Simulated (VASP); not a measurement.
# Pt (Fm-3m) in VASP: notebook, part 2 of 2

VASP 6.6.1. Earlier steps stand in the parts before.

## 3. Single point, PBE

INCAR reads:

```
  PREC = Accurate
  ENCUT = 500
  EDIFF = 1E-6
  ISMEAR = 1
  SIGMA = 0.1
  LREAL = F
  LASPH = T
  NELM = 120
  ALGO = Normal
  ISIF = 2
  LWAVE = F
  LCHARG = F
  GGA = PE
  NBANDS = 11
  GGA_COMPAT = F
```

KPOINTS reads:

```
Automatic mesh
0
Gamma
  7 7 7
```

POSCAR reads:

```
Pt
1.0
    0.0000000000      1.9609000000      1.9609000000
    1.9609000000      0.0000000000      1.9609000000
    1.9609000000      1.9609000000      0.0000000000
Pt
1
Direct
    0.0000000000      0.0000000000      0.0000000000
```

Potentials or basis: VASP PAW PBE potentials, release 64 (Pt).

The run is started by

```bash
$ cat potpaw_PBE.64/Pt/POTCAR > POTCAR
$ mpirun -np 1 vasp_std > vasp.out
```

OUTCAR:

```text
PREC = Accurate
   ENCUT = 500
   EDIFF = 1E-6
   ISMEAR = 1
   LREAL = F
   LASPH = T
   NELM = 120
   ISIF = 2
   GGA = PE

 ion  position               nearest neighbor table
   1  0.000  0.000  0.000-

  LATTYP: Found a face centered cubic cell.
 ALAT       =     3.9218000000

  Lattice vectors:

 A1 = (   0.0000000000,   1.9609000000,   1.9609000000)
 A2 = (   1.9609000000,   0.0000000000,   1.9609000000)
 A3 = (   1.9609000000,   1.9609000000,   0.0000000000)

Analysis of symmetry for initial positions (statically):
[... 33 lines left out ...]
                                     Primitive cell

  volume of cell :      15.0798

  direct lattice vectors                    reciprocal lattice vectors
     0.000000000  1.960900000  1.960900000    -0.254984956  0.254984956  0.254984956
     1.960900000  0.000000000  1.960900000     0.254984956 -0.254984956  0.254984956
     1.960900000  1.960900000  0.000000000     0.254984956  0.254984956 -0.254984956

  length of vectors
     2.773131374  2.773131374  2.773131374     0.441646899  0.441646899  0.441646899

  position of ions in fractional coordinates (direct lattice)
     0.000000000  0.000000000  0.000000000

  ion indices of the primitive-cell ions
   primitive index   ion index
                 1           1

----------------------------------------------------------------------------------------

 KPOINTS: Automatic mesh

Automatic generation of k-mesh.
 Grid dimensions read from file:
 generate k-points for:    7    7    7

 Generating k-lattice:

  Cartesian coordinates                     Fractional coordinates (reciprocal lattice)
    -0.036426422  0.036426422  0.036426422     0.142857143  0.000000000  0.000000000
     0.036426422 -0.036426422  0.036426422     0.000000000  0.142857143  0.000000000
     0.036426422  0.036426422 -0.036426422     0.000000000  0.000000000  0.142857143

  Length of vectors
     0.063092414  0.063092414  0.063092414

  Shift w.r.t. Gamma in fractional coordinates (k-lattice)
     0.000000000  0.000000000  0.000000000

 Subroutine IBZKPT returns following result:
 ===========================================

 Found     20 irreducible k-points:

 Following reciprocal coordinates:
            Coordinates               Weight
  0.000000  0.000000  0.000000      1.000000
  0.142857  0.000000  0.000000      8.000000
  0.285714  0.000000  0.000000      8.000000
  0.428571  0.000000  0.000000      8.000000
  0.142857  0.142857  0.000000      6.000000
  0.285714  0.142857  0.000000     24.000000
[... 12 lines left out ...]
 -0.428571  0.428571  0.142857     24.000000
 -0.285714  0.428571  0.142857     24.000000
   k-points           NKPTS =     20   k-points in BZ     NKDIM =     20   number of bands    NBANDS=     11
   number of dos      NEDOS =    301   number of ions     NIONS =      1
   total plane-waves  NPLWV =   8000
   dimension x,y,z NGX =    20 NGY =   20 NGZ =   20
   dimension x,y,z NGXF=    40 NGYF=   40 NGZF=   40
   ions per type =               1
   NGX,Y,Z   is equivalent  to a cutoff of  11.99, 11.99, 11.99 a.u.
   NGXF,Y,Z  is equivalent  to a cutoff of  23.98, 23.98, 23.98 a.u.
 SYSTEM =  unknown system
   PREC   = accura    normal or accurate (medium, high low for compatibility)
   ISTART =      0    job   : 0-new  1-cont  2-samecut
   ICHARG =      2    charge: 1-file 2-atom 10-const
   ISPIN  =      1    spin polarized calculation?
   LNONCOLLINEAR =      F non collinear calculations
   LSORBIT =      F    spin-orbit coupling
   LASPH  =      T    aspherical Exc in radial PAW
   ENCUT  =  500.0 eV  36.75 Ry    6.06 a.u.   5.06  5.06  5.06*2*pi/ulx,y,z
   NELM   =    120;   NELMIN=  2; NELMDL= -5     # of ELM steps
   EDIFF  = 0.1E-05   stopping-criterion for ELM
   LREAL  =      F    real-space projection
   EDIFFG = 0.1E-04   stopping-criterion for IOM
   NSW    =      0    number of steps for IOM
   IBRION =     -1    ionic relax: 0-MD 1-quasi-New 2-CG
   NFREE  =      0    steps in history (QN), initial steepest desc. (CG)
   ISIF   =      2    stress and relaxation
   ISYM   =      2    0-nonsym 1-usesym 2-fastsym
   POTIM  = 0.5000    time-step for ionic-motion
   TEBEG  =    0.0;   TEEND  =   0.0 temperature during run
   PSTRESS=    0.0 pullay stress
   NELECT =      10.0000    total number of electrons
   NUPDOWN=      -1.0000    fix difference up-down
   EMIN   =  10.00;   EMAX   =-10.00  energy-range for DOS
   EFERMI =   0.00;   METHOD = LEGACY
   ISMEAR =     1;   SIGMA  =   0.10  broadening in eV -4-tet -1-fermi 0-gaus
   EFERMI_NEDOS =   21; number of points for ismear=-14 and -15
   IALGO  =     38    algorithm
   IMIX   =      4    mixing-type and parameters
     AMIX     =   0.40;   BMIX     =  1.00
     AMIX_MAG =   1.60;   BMIX_MAG =  1.00
  volume/ion in A,a.u.               =      15.08       101.76
  Fermi-wavevector in a.u.,A,eV,Ry     =   1.427609  2.697791 27.729605  2.038068
  Thomas-Fermi vector in A             =   2.547760
   LORBIT       =      0    0 simple, 1 ext, 2 COOP (PROOUT), +10 PAW based schemes
   GGA     = PE    functional components
   LHFCALC =     F    Hartree Fock is set to
   AEXX    =    0.0000 exact exchange contribution
   IVDW    =     0    specifies the selected vdW correction
   LEPSILON=     F    determine dielectric tensor
   LRPA    =     F    only Hartree local field effects (RPA)
 non-spin polarized calculation
 Methfessel and Paxton  Order N= 1 SIGMA  =   0.10
  energy-cutoff  :      500.00
  volume of cell :       15.08
 maximum number of plane-waves:       393
   NGX = 11   NGY = 11   NGZ = 11

 number of electron      10.0000001 magnetization

 Free energy of the ion-electron system (eV)
  ---------------------------------------------------
  ext. energy  EPLUGINS =         0.00000000
  ---------------------------------------------------
  free energy    TOTEN  =        -6.04455487 eV

  energy without entropy =       -6.04105151  energy(sigma->0) =       -6.04338708

 E-fermi :  11.3976     XC(G=0): -13.4836

 val. band max:       11.3085028775   @ k =   0.4286   0.1429   0.0000
 cond. band min:      11.4012413088   @ k =   0.4286   0.2857   0.0000
 fundamental gap:      0.0927384313
 Fermi energy:        11.3976094568

 k-point     1 :       0.0000    0.0000    0.0000
  band No.  band energies     occupation
      1       1.0485      2.00000
      2       7.5077      2.00000
      3       7.5077      2.00000
      4       7.5077      2.00000
      5       9.6765      2.00000
      6       9.6765      2.00000
      7      25.8927      0.00000
      8      30.8748      0.00000
      9      30.8748      0.00000
     10      30.8748      0.00000
     11      36.2098      0.00000

 k-point     2 :       0.1429    0.0000    0.0000
  band No.  band energies     occupation
      1       1.8362      2.00000
      2       7.2085      2.00000
      3       7.7769      2.00000
      4       7.7769      2.00000
      5       9.5650      2.00000
      6       9.5650      2.00000
      7      27.0100      0.00000
      8      27.9044      0.00000
      9      32.0899      0.00000
     10      32.0899      0.00000
     11      37.0029      0.00000

 k-point     3 :       0.2857    0.0000    0.0000
  band No.  band energies     occupation
      1       3.4607      2.00000
      2       7.3818      2.00000
      3       7.8221      2.00000
      4       7.8221      2.00000
      5      10.0960      2.00000
      6      10.0960      2.00000
      7      23.3495      0.00000
      8      27.3081      0.00000
      9      33.7767      0.00000
     10      33.7767      0.00000
     11      35.1568      0.00000
[... 211 lines left out ...]
 k-point    19 :      -0.4286    0.4286    0.1429
  band No.  band energies     occupation
      1       5.0704      2.00000
      2       5.4381      2.00000
      3       8.2970      2.00000
      4      10.3179      2.00000
      5      11.4397      0.35337
      6      15.1552      0.00000
      7      20.1806      0.00000
      8      22.3086      0.00000
      9      24.1303      0.00000
     10      34.1555      0.00000
     11      34.3869      0.00000

 k-point    20 :      -0.2857    0.4286    0.1429
  band No.  band energies     occupation
      1       5.5967      2.00000
      2       6.2189      2.00000
      3       7.3189      2.00000
      4       9.4433      2.00000
      5      11.4328      0.44303
      6      17.1182      0.00000
      7      19.2442      0.00000
      8      20.7713      0.00000
      9      24.6406      0.00000
     10      33.4467      0.00000
     11      36.5830      0.00000

------------------------ aborting loop because EDIFF is reached ----------------------------------------

  FORCE on cell =-STRESS in cart. coord.  units (eV):
  Direction    XX          YY          ZZ          XY          YZ          ZX
  --------------------------------------------------------------------------------------
  -------------------------------------------------------------------------------------
  Total        1.0446615      1.0446615      1.0446615      0.0000000      0.0000000      0.0000000
  in kB      110.9915341    110.9915341    110.9915341      0.0000000      0.0000000      0.0000000
  external PRESSURE =     110.9915341 kB  Pullay stress =       0.0000000 kB

 VOLUME and BASIS-vectors are now :
 -----------------------------------------------------------------------------
  energy-cutoff  :      500.00
  volume of cell :       15.08
      direct lattice vectors                 reciprocal lattice vectors
     0.000000000  1.960900000  1.960900000    -0.254984956  0.254984956  0.254984956
     1.960900000  0.000000000  1.960900000     0.254984956 -0.254984956  0.254984956
     1.960900000  1.960900000  0.000000000     0.254984956  0.254984956 -0.254984956

 POSITION                                       TOTAL-FORCE (eV/Angst)
 -----------------------------------------------------------------------------------
      0.00000      0.00000      0.00000         0.000000      0.000000      0.000000
 -----------------------------------------------------------------------------------
    total drift:                                0.000000     -0.000000      0.000000

  FREE ENERGIE OF THE ION-ELECTRON SYSTEM (eV)
  ---------------------------------------------------
  free  energy   TOTEN  =        -6.0445548676 eV

  energy  without entropy=       -6.0410515077  energy(sigma->0) =       -6.04338708
```

OSZICAR:

```text
N       E                     dE             d eps       ncg     rms          rms(c)
DAV:   1     0.373507316788E+02    0.37351E+02   -0.51945E+03   448   0.812E+02
DAV:   2    -0.590988030248E+01   -0.43261E+02   -0.41817E+02   500   0.174E+02
DAV:   3    -0.639775724572E+01   -0.48788E+00   -0.48514E+00   515   0.174E+01
DAV:   4    -0.639979140429E+01   -0.20342E-02   -0.20338E-02   506   0.130E+00
DAV:   5    -0.639980781604E+01   -0.16412E-04   -0.16414E-04   506   0.109E-01    0.131E+01
DAV:   6    -0.608068553637E+01    0.31912E+00   -0.73927E-01   479   0.674E+00    0.709E+00
DAV:   7    -0.604765933612E+01    0.33026E-01   -0.99236E-02   503   0.249E+00    0.266E+00
DAV:   8    -0.604463416997E+01    0.30252E-02   -0.16912E-03   494   0.334E-01    0.242E-01
DAV:   9    -0.604455121498E+01    0.82955E-04   -0.41710E-04   512   0.162E-01    0.227E-02
DAV:  10    -0.604455444957E+01   -0.32346E-05   -0.70221E-06   519   0.255E-02    0.125E-02
DAV:  11    -0.604455486762E+01   -0.41804E-06   -0.20437E-07   274   0.361E-03
   1 F= -.60445549E+01 E0= -.60433871E+01  d E =-.350336E-02
```

Run time: 7.8 s. Hardware: 1 thread of Intel Xeon 8259CL, shared host; peak memory 0.12 GiB.

Results:

```yaml
Free_energy: -6.0446 eV
Pressure: 11.1 GPa
Band_gap_on_the_k_mesh: zero (band 5 reaches 11.57 eV, above the bottom of band 6 at 9.56 eV)
```

Caveat: the k points lie up to 0.40 Å⁻¹ apart; spin-orbit coupling is left out, which moves the levels of the heavy elements.

## 4. Single point, PBE

INCAR reads:

```
SYSTEM = Pt
PREC = Accurate
ENCUT = 500
EDIFF = 1E-6
ISMEAR = 1
SIGMA = 0.1
LREAL = .False.
LASPH = .True.
NELM = 120
ALGO = Normal
ISIF = 2
LWAVE = .False.
LCHARG = .False.
GGA = PE
NBANDS = 11
GGA_COMPAT = .False.
```

KPOINTS reads:

```
regular mesh
0
Gamma
  8 8 8
  0 0 0
```

POSCAR is that of step 3.

Potentials or basis: VASP PAW PBE potentials, release 64 (Pt).

The run is started by

```bash
$ cat potpaw_PBE.64/Pt/POTCAR > POTCAR
$ mpirun -np 1 vasp_std > vasp.out
```

OUTCAR:

```text
SYSTEM = Pt
   PREC = Accurate
   ENCUT = 500
   EDIFF = 1E-6
   ISMEAR = 1
   LREAL = .False.
   LASPH = .True.
   NELM = 120
   ISIF = 2
   GGA = PE

 ion  position               nearest neighbor table
   1  0.000  0.000  0.000-

  LATTYP: Found a face centered cubic cell.
 ALAT       =     3.9218000000

  Lattice vectors:

 A1 = (   0.0000000000,   1.9609000000,   1.9609000000)
 A2 = (   1.9609000000,   0.0000000000,   1.9609000000)
 A3 = (   1.9609000000,   1.9609000000,   0.0000000000)

Analysis of symmetry for initial positions (statically):
[... 506 lines left out ...]
      5      11.0372      2.03014
      6      15.6784      0.00000
      7      16.7682      0.00000
      8      25.9883      0.00000
      9      26.3487      0.00000
     10      30.4332      0.00000
     11      37.4577      0.00000

 [... further k-points ...]
[... 5 lines left out ...]
  --------------------------------------------------------------------------------------
  -------------------------------------------------------------------------------------
  Total        0.8264310      0.8264310      0.8264310      0.0000000      0.0000000      0.0000000
  in kB       87.8053250     87.8053250     87.8053250      0.0000000      0.0000000      0.0000000
  external PRESSURE =      87.8053250 kB  Pullay stress =       0.0000000 kB

 VOLUME and BASIS-vectors are now :
 -----------------------------------------------------------------------------
  energy-cutoff  :      500.00
  volume of cell :       15.08
      direct lattice vectors                 reciprocal lattice vectors
     0.000000000  1.960900000  1.960900000    -0.254984956  0.254984956  0.254984956
     1.960900000  0.000000000  1.960900000     0.254984956 -0.254984956  0.254984956
     1.960900000  1.960900000  0.000000000     0.254984956  0.254984956 -0.254984956

 POSITION                                       TOTAL-FORCE (eV/Angst)
 -----------------------------------------------------------------------------------
      0.00000      0.00000      0.00000         0.000000      0.000000      0.000000
 -----------------------------------------------------------------------------------
    total drift:                                0.000000      0.000000      0.000000

  FREE ENERGIE OF THE ION-ELECTRON SYSTEM (eV)
  ---------------------------------------------------
  free  energy   TOTEN  =        -6.0681990437 eV

  energy  without entropy=       -6.0674368163  energy(sigma->0) =       -6.06794497
```

OSZICAR:

```text
N       E                     dE             d eps       ncg     rms          rms(c)
DAV:   1     0.398558961010E+02    0.39856E+02   -0.51840E+03   654   0.813E+02
DAV:   2    -0.589497472724E+01   -0.45751E+02   -0.44288E+02   737   0.177E+02
DAV:   3    -0.646364011656E+01   -0.56867E+00   -0.56800E+00   737   0.189E+01
DAV:   4    -0.646581746339E+01   -0.21773E-02   -0.21772E-02   740   0.138E+00
DAV:   5    -0.646583490355E+01   -0.17440E-04   -0.17440E-04   749   0.115E-01    0.129E+01
DAV:   6    -0.611603245013E+01    0.34980E+00   -0.75293E-01   695   0.705E+00    0.676E+00
DAV:   7    -0.607191601925E+01    0.44116E-01   -0.16240E-01   710   0.321E+00    0.245E+00
DAV:   8    -0.606848176738E+01    0.34343E-02   -0.67638E-03   695   0.713E-01    0.660E-01
DAV:   9    -0.606819686683E+01    0.28490E-03   -0.18791E-04   704   0.121E-01    0.611E-02
DAV:  10    -0.606819911151E+01   -0.22447E-05   -0.52402E-06   818   0.179E-02    0.557E-03
DAV:  11    -0.606819904373E+01    0.67785E-07   -0.37725E-08   412   0.187E-03
   1 F= -.60681990E+01 E0= -.60679450E+01  d E =-.762227E-03
```

stdout:

```text
POSCAR found type information on POSCAR Pt
 POSCAR found :  1 types and       1 ions
 scaLAPACK will be used
 LDA part: xc-table for (Slater+PW92), standard interpolation
 POSCAR, INCAR and KPOINTS ok, starting setup
 FFT: planning ... GRIDC
 FFT: planning ... GRID_SOFT
 FFT: planning ... GRID
 WAVECAR not read
 entering main loop
```

Wall time 9.9 s (1 thread of Intel Xeon 8259CL, shared host); peak memory 0.13 GiB.

Results:

```
Free energy            : -6.0682 eV
Pressure               : 8.8 GPa
Band gap on the k mesh : zero (band 5 reaches 11.72 eV, above the bottom of band 6 at 9.50 eV)
```

Levels at points of the mesh, in eV from the Fermi level:
```csv
k point,band 3,band 4,band 5,band 6,band 7,band 8
"(0.00, 0.00, 0.00)",-3.77,-3.77,-1.62,-1.62,14.69,19.66
"(0.50, 0.00, 0.00)",-3.83,-0.42,0.05,0.05,5.87,14.26
"(0.50, 0.50, 0.00)",0.02,0.50,0.50,1.83,8.91,11.45
```

Caveat: spin-orbit coupling is left out, which moves the levels of the heavy elements.

## 5. Summary

```csv
k mesh,gap on the mesh (eV),pressure (GPa)
6 × 6 × 6,none,6.7
7 × 7 × 7,none,11.1
8 × 8 × 8,none,8.8
```

Alike in all rows: task single point; level PBE; potentials or basis VASP PAW PBE potentials, release 64 (Pt); no spin polarisation; cell as given; cutoff (eV) 500; smearing methfessel-paxton 0.1 eV.

Caveats: some runs use coarse meshes; spin-orbit coupling is left out, which moves the levels of the heavy elements.

Total energies depend on the potentials used, so only differences within one code and one set of settings carry meaning.
